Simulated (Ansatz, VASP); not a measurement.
Au: VASP beside Ansatz

```
CELL_PARAMETERS angstrom
2.91921 0.00000 0.00000
-1.45960 2.52811 0.00000
0.00000 0.00000 4.91232
ATOMIC_POSITIONS crystal
Au 0.66667 0.33333 0.25000
Au 0.33333 0.66667 0.75000
```

Change from the starting cell: volume scaled by 1.02.

Alike in both runs: task single point; functional LDA; k mesh 11 × 11 × 6; occupations fermi-dirac, width 0.05 eV; no spin polarisation.

```csv
,VASP,Ansatz
version,VASP 6.6.1,Ansatz 0.2.0
potentials or method,"VASP PAW LDA potentials, release 64 (Au), cutoff 520 eV","all-electron LAPW, scalar-relativistic"
```

Ansatz gave:

```
gap on the k mesh at the Fermi level (eV)                     : none
pressure (GPa)                                                : -13.2
traceless stress, the component that is largest in VASP (GPa) : 0.12
```

Which values does VASP return?

gap on the k mesh at the Fermi level (eV): none; pressure (GPa): -12.8; traceless stress, the component that is largest in VASP (GPa): 0.04.

LDA's correlation is that of Perdew and Zunger in VASP and of Perdew and Wang (1992) in Ansatz. A gap of «none» marks a metal or a gap that the smearing closes. Ansatz ran all-electron here, and VASP with PAW potentials.

Neither program's run includes spin-orbit coupling.
